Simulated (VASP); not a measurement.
# ZrSnSe3 (P4mm) in VASP: a series of runs

The runs below take ZrSnSe3 through single point, relaxation of cell and atoms, with PBE.

Program: VASP 6.6.1. These are calculated values, not measurements. Logs are shortened: lines on timing, memory, paths and dates and some standing lists are left out, and cuts for length are marked.

### Step 1. The cell of the first run

The structure is tetragonal, space group P4mm (No. 99). Conventional cell: a = 5.058 Å, b = 5.058 Å, c = 6.120 Å, α = 90.00°, β = 90.00°, γ = 90.00°. Within 3.2 Å of Zr (site symmetry 4mm) lie 5 Se at 2.42 to 2.69 Å. Sn (site symmetry 4mm) has 8 Se at 2.94 to 3.80 Å within 3.9 Å. Se (site symmetry 2mm) has 2 Zr at 2.69 Å and 2 Sn at 2.94 Å and 4 Se at 3.58 Å within 3.6 Å. Within 3.2 Å of Se (site symmetry 4mm) lie 1 Zr at 2.42 Å.

The cell was generated, and may not be a known phase.

### Step 2. Single point, PBE

Contents of INCAR:

```
SYSTEM = ZrSnSe3
  PREC = Accurate
  ENCUT = 520
  EDIFF = 1E-6
  ISMEAR = 0
  SIGMA = 0.02
  LREAL = .False.
  LASPH = .True.
  NELM = 80
  ALGO = Normal
  ISIF = 2
  LWAVE = .False.
  LCHARG = .False.
  GGA = PE
  NBANDS = 30
```

Contents of KPOINTS:

```
Automatic mesh
0
Gamma
  6 6 6
  0 0 0
```

Contents of POSCAR:

```
ZrSnSe3
1.0
    5.0583312427      0.0000000000      0.0000000000
    0.0000000000      5.0583312427      0.0000000000
    0.0000000000      0.0000000000      6.1195197698
Zr Sn Se
1 1 3
Direct
    0.5000000000      0.5000000000      0.5484701477
    0.0000000000      0.0000000000      0.1521656003
    0.5000000000      0.0000000000      0.3967529755
    0.5000000000      0.5000000000      0.9434582510
    0.0000000000      0.5000000000      0.3967529755
```

Potentials or basis: VASP PAW PBE potentials, release 64 (Zr_sv, Sn_d, Se).

On the command line:

```sh
cat potpaw_PBE.64/Zr_sv/POTCAR potpaw_PBE.64/Sn_d/POTCAR potpaw_PBE.64/Se/POTCAR > POTCAR
mpirun -np 1 vasp_std > vasp.out
```

OUTCAR:

```text
SYSTEM = ZrSnSe3
   PREC = Accurate
   ENCUT = 520
   EDIFF = 1E-6
   ISMEAR = 0
   LREAL = .False.
   LASPH = .True.
   NELM = 80
   ISIF = 2
   GGA = PE

 ion  position               nearest neighbor table
   1  0.500  0.500  0.548-   4 2.42   3 2.69   5 2.69   3 2.69   5 2.69
   2  0.000  0.000  0.152-   3 2.94   5 2.94   5 2.94   3 2.94
   3  0.500  0.000  0.397-   1 2.69   1 2.69   2 2.94   2 2.94
   4  0.500  0.500  0.943-   1 2.42
   5  0.000  0.500  0.397-   1 2.69   1 2.69   2 2.94   2 2.94

  LATTYP: Found a simple tetragonal cell.
 ALAT       =     5.0583312427
 C/A-ratio  =     1.2097902403

  Lattice vectors:

 A1 = (   5.0583312427,   0.0000000000,   0.0000000000)
 A2 = (   0.0000000000,   5.0583312427,   0.0000000000)
 A3 = (   0.0000000000,   0.0000000000,   6.1195197698)

Analysis of symmetry for initial positions (statically):
=====================================================================
 Subroutine PRICEL returns:
 Original cell was already a primitive cell.

 Routine SETGRP: Setting up the symmetry group for a
 simple tetragonal supercell.

 Subroutine GETGRP returns: Found  8 space group operations
 (whereof  8 operations were pure point group operations)
 out of a pool of 16 trial point group operations.

The static configuration has the point symmetry C_4v.

Analysis of symmetry for dynamics (positions and initial velocities):
=====================================================================
 Subroutine PRICEL returns:
 Original cell was already a primitive cell.

 Routine SETGRP: Setting up the symmetry group for a
 simple tetragonal supercell.

 Subroutine GETGRP returns: Found  8 space group operations
 (whereof  8 operations were pure point group operations)
 out of a pool of 16 trial point group operations.

The dynamic configuration has the point symmetry C_4v.

 Subroutine INISYM returns: Found  8 space group operations
 (whereof  8 operations are pure point group operations),
 and found     1 'primitive' translations

----------------------------------------------------------------------------------------

                                     Primitive cell

  volume of cell :     156.5784

  direct lattice vectors                    reciprocal lattice vectors
     5.058331243  0.000000000  0.000000000     0.197693657  0.000000000  0.000000000
     0.000000000  5.058331243  0.000000000     0.000000000  0.197693657  0.000000000
     0.000000000  0.000000000  6.119519770     0.000000000  0.000000000  0.163411516

[... 86 lines left out ...]
   LASPH  =      T    aspherical Exc in radial PAW
   ENCUT  =  520.0 eV  38.22 Ry    6.18 a.u.   9.41  9.41 11.38*2*pi/ulx,y,z
   NELM   =     80;   NELMIN=  2; NELMDL= -5     # of ELM steps
   EDIFF  = 0.1E-05   stopping-criterion for ELM
   LREAL  =      F    real-space projection
   EDIFFG = 0.1E-04   stopping-criterion for IOM
   NSW    =      0    number of steps for IOM
   IBRION =     -1    ionic relax: 0-MD 1-quasi-New 2-CG
   NFREE  =      0    steps in history (QN), initial steepest desc. (CG)
   ISIF   =      2    stress and relaxation
   ISYM   =      2    0-nonsym 1-usesym 2-fastsym
   POTIM  = 0.5000    time-step for ionic-motion
   TEBEG  =    0.0;   TEEND  =   0.0 temperature during run
   PSTRESS=    0.0 pullay stress
   NELECT =      44.0000    total number of electrons
   NUPDOWN=      -1.0000    fix difference up-down
   EMIN   =  10.00;   EMAX   =-10.00  energy-range for DOS
   EFERMI =   0.00;   METHOD = LEGACY
   ISMEAR =     0;   SIGMA  =   0.02  broadening in eV -4-tet -1-fermi 0-gaus
   EFERMI_NEDOS =   21; number of points for ismear=-14 and -15
   IALGO  =     38    algorithm
   IMIX   =      4    mixing-type and parameters
     AMIX     =   0.40;   BMIX     =  1.00
     AMIX_MAG =   1.60;   BMIX_MAG =  1.00
  volume/ion in A,a.u.               =      31.32       211.33
  Fermi-wavevector in a.u.,A,eV,Ry     =   1.072297  2.026348 15.644263  1.149821
  Thomas-Fermi vector in A             =   2.208063
   LORBIT       =      0    0 simple, 1 ext, 2 COOP (PROOUT), +10 PAW based schemes
   GGA     = PE    functional components
   LHFCALC =     F    Hartree Fock is set to
   AEXX    =    0.0000 exact exchange contribution
   IVDW    =     0    specifies the selected vdW correction
   LEPSILON=     F    determine dielectric tensor
   LRPA    =     F    only Hartree local field effects (RPA)
 non-spin polarized calculation
 Gauss-broadening in eV      SIGMA  =   0.02
  energy-cutoff  :      520.00
  volume of cell :      156.58
 maximum number of plane-waves:      4245
 NGX is ok and might be reduce to    40
   NGX = 19   NGY = 19   NGZ = 23

 number of electron      44.0000002 magnetization

 Free energy of the ion-electron system (eV)
  ---------------------------------------------------
  ext. energy  EPLUGINS =         0.00000000
  ---------------------------------------------------
  free energy    TOTEN  =       -26.82065718 eV

  energy without entropy =      -26.82065718  energy(sigma->0) =      -26.82065718

 E-fermi :   3.1784     XC(G=0):  -8.5924

 val. band max:        3.0217042085   @ k =   0.5000   0.5000   0.5000
 cond. band min:       3.9275904321   @ k =   0.0000   0.0000   0.0000
 fundamental gap:      0.9058862235
 Fermi energy:         3.1783929750

 k-point     1 :       0.0000    0.0000    0.0000
  band No.  band energies     occupation
      1     -46.2044      2.00000
      2     -24.2696      2.00000
      3     -24.2696      2.00000
      4     -24.2120      2.00000
      5     -18.4009      2.00000
      6     -18.3972      2.00000
[... 781 lines left out ...]
     29       6.8080      0.00000
     30       7.5965      0.00000

 [... further k-points ...]
[... 5 lines left out ...]
  --------------------------------------------------------------------------------------
  -------------------------------------------------------------------------------------
  Total        0.0490850      0.0490850      0.0320401      0.0000000      0.0000000      0.0000000
  in kB        0.5022590      0.5022590      0.3278481      0.0000000      0.0000000      0.0000000
  external PRESSURE =       0.4441220 kB  Pullay stress =       0.0000000 kB

 VOLUME and BASIS-vectors are now :
 -----------------------------------------------------------------------------
  energy-cutoff  :      520.00
  volume of cell :      156.58
      direct lattice vectors                 reciprocal lattice vectors
     5.058331243  0.000000000  0.000000000     0.197693657  0.000000000  0.000000000
     0.000000000  5.058331243  0.000000000     0.000000000  0.197693657  0.000000000
     0.000000000  0.000000000  6.119519770     0.000000000  0.000000000  0.163411516

 POSITION                                       TOTAL-FORCE (eV/Angst)
 -----------------------------------------------------------------------------------
      2.52917      2.52917      3.35637         0.000000     -0.000000     -0.009574
      0.00000      0.00000      0.93118         0.000000      0.000000     -0.012517
      2.52917      0.00000      2.42794         0.000000      0.000000      0.003861
      2.52917      2.52917      5.77351         0.000000      0.000000      0.014368
      0.00000      2.52917      2.42794         0.000000      0.000000      0.003861
 -----------------------------------------------------------------------------------
    total drift:                                0.000000      0.000000      0.000185

  FREE ENERGIE OF THE ION-ELECTRON SYSTEM (eV)
  ---------------------------------------------------
  free  energy   TOTEN  =       -26.8206571847 eV

  energy  without entropy=      -26.8206571847  energy(sigma->0) =      -26.82065718
```

OSZICAR:

```text
N       E                     dE             d eps       ncg     rms          rms(c)
DAV:   1     0.422370492539E+03    0.42237E+03   -0.20037E+04  2424   0.151E+03
DAV:   2     0.266595984749E+02   -0.39571E+03   -0.37909E+03  2578   0.406E+02
DAV:   3    -0.255374227242E+02   -0.52197E+02   -0.50811E+02  3586   0.135E+02
DAV:   4    -0.288268518709E+02   -0.32894E+01   -0.32704E+01  3676   0.294E+01
DAV:   5    -0.290243372786E+02   -0.19749E+00   -0.19734E+00  3686   0.488E+00    0.132E+01
DAV:   6    -0.268820077510E+02    0.21423E+01   -0.54591E+00  2900   0.114E+01    0.519E+00
DAV:   7    -0.268223046234E+02    0.59703E-01   -0.85916E-01  3432   0.416E+00    0.304E+00
DAV:   8    -0.268170634169E+02    0.52412E-02   -0.13603E-01  2952   0.178E+00    0.850E-01
DAV:   9    -0.268195790307E+02   -0.25156E-02   -0.15583E-02  3114   0.813E-01    0.234E-01
DAV:  10    -0.268203391843E+02   -0.76015E-03   -0.16800E-03  3092   0.227E-01    0.108E-01
DAV:  11    -0.268205838714E+02   -0.24469E-03   -0.37431E-04  3254   0.108E-01    0.299E-02
DAV:  12    -0.268206370381E+02   -0.53167E-04   -0.50494E-05  2968   0.395E-02    0.112E-02
DAV:  13    -0.268206538105E+02   -0.16772E-04   -0.18919E-05  2588   0.187E-02    0.474E-03
DAV:  14    -0.268206565822E+02   -0.27717E-05   -0.37890E-06  2606   0.940E-03    0.181E-03
DAV:  15    -0.268206571847E+02   -0.60253E-06   -0.57438E-07  1994   0.430E-03
   1 F= -.26820657E+02 E0= -.26820657E+02  d E =-.320140E-30
```

Wall time 1.8 min (1 thread of AMD EPYC 9R45 (Zen 5), shared host); peak memory 0.35 GiB.

What came out:

* Free energy: -26.8207 eV
* Pressure: 0.0 GPa
* Largest force: 0.014 eV/Å
* Band gap on the k mesh: 0.91 eV (least direct gap 1.31 eV)

Forces in eV/Å, atoms in the order of the input:
```
Zr   0.000  0.000 -0.010
Sn   0.000  0.000 -0.013
Se   0.000  0.000  0.004
Se   0.000  0.000  0.014
Se   0.000  0.000  0.004
```

Caveat: spin-orbit coupling is left out, which moves the levels of the heavy elements. A k mesh can miss the band edges.

### Step 3. Relaxation of cell and atoms, PBE

Contents of INCAR:

```
SYSTEM = ZrSnSe3
ALGO = Normal
EDIFF = 1E-7
EDIFFG = -0.01
ENCUT = 600
GGA = PE
IBRION = 2
ISIF = 3
ISMEAR = 0
LASPH = .True.
LCHARG = .False.
LREAL = .False.
LWAVE = .False.
NELM = 60
NSW = 100
PREC = Accurate
SIGMA = 0.02
```

Contents of KPOINTS:

```
k-points
0
Gamma
  6 6 6
  0 0 0
```

Contents of POSCAR:

```
ZrSnSe3
1.0
    5.0582354260      0.0000000000      0.0000000000
    0.0000000000      5.0582354260      0.0000000000
    0.0000000000      0.0000000000      6.1275702267
Zr Sn Se
1 1 3
Direct
    0.5000000000      0.5000000000      0.5485817764
    0.0000000000      0.0000000000      0.1524616005
    0.5000000000      0.0000000000      0.3968979222
    0.5000000000      0.5000000000      0.9427607287
    0.0000000000      0.5000000000      0.3968979222
```

Potentials or basis: VASP PAW PBE potentials, release 64 (Zr_sv, Sn_d, Se).

On the command line:

```sh
cat potpaw_PBE.64/Zr_sv/POTCAR potpaw_PBE.64/Sn_d/POTCAR potpaw_PBE.64/Se/POTCAR > POTCAR
mpirun -np 1 vasp_std > vasp.out
```

Wall time 4.2 min (1 thread of AMD EPYC 9R45 (Zen 5), shared host); peak memory 0.4 GiB.

It converged, with:

* Free energy: -26.8207 eV
* Relaxed volume: 31.38 Å³/atom
* Relaxed cell: a = 5.059 Å, b = 5.059 Å, c = 6.130 Å, α = 90.00°, β = 90.00°, γ = 90.00°
* Space group after relaxing (to 0.1 Å): P4mm (No. 99)
* Energy gained by relaxing: 0.0 meV/atom
* Ionic steps: 3
* Pressure after relaxing: 0.0 GPa
* Largest force after relaxing: 0.006 eV/Å
* Band gap on the k mesh: 0.91 eV (least direct gap 1.31 eV)

Forces in eV/Å, atoms in the order of the input:
```
Zr   0.000  0.000 -0.001
Sn   0.000  0.000 -0.005
Se   0.000  0.000  0.000
Se   0.000  0.000  0.006
Se   0.000  0.000  0.000
```

Final structure:
```yaml
crystal:
  lattice:
    - [5.05917, 0.00000, 0.00000]
    - [0.00000, 5.05917, 0.00000]
    - [0.00000, 0.00000, 6.12956]
  atoms:
    - { symbol: Zr, position: [0.50000, 0.50000, 0.54846] }
    - { symbol: Sn, position: [0.00000, 0.00000, 0.15243] }
    - { symbol: Se, position: [0.50000, 0.00000, 0.39690] }
    - { symbol: Se, position: [0.50000, 0.50000, 0.94291] }
    - { symbol: Se, position: [0.00000, 0.50000, 0.39690] }
```

Levels at points of the mesh, in eV from the valence-band top:
| k point | band 19 | band 20 | band 21 | band 22 | band 23 | band 24 | band 25 | band 26 |
| --- | --- | --- | --- | --- | --- | --- | --- | --- |
| (0.00, 0.00, 0.00) | -1.52 | -1.24 | -0.86 | -0.86 | 0.91 | 1.19 | 2.76 | 2.76 |
| (0.50, 0.00, 0.00) | -1.81 | -1.29 | -1.06 | -0.33 | 1.62 | 1.88 | 1.89 | 2.32 |
| (0.50, 0.50, 0.00) | -1.56 | -1.56 | -1.54 | 0.00 | 1.31 | 1.51 | 2.22 | 2.22 |
| (0.00, 0.00, 0.50) | -1.42 | -1.28 | -0.87 | -0.87 | 0.92 | 0.93 | 2.86 | 2.86 |
| (0.50, 0.00, 0.50) | -1.78 | -1.01 | -0.78 | -0.53 | 1.36 | 2.31 | 2.78 | 3.18 |
| (0.50, 0.50, 0.50) | -1.98 | -0.46 | -0.46 | 0.00 | 1.73 | 1.73 | 1.95 | 3.09 |

Caveat: spin-orbit coupling is left out, which moves the levels of the heavy elements. A k mesh can miss the band edges.
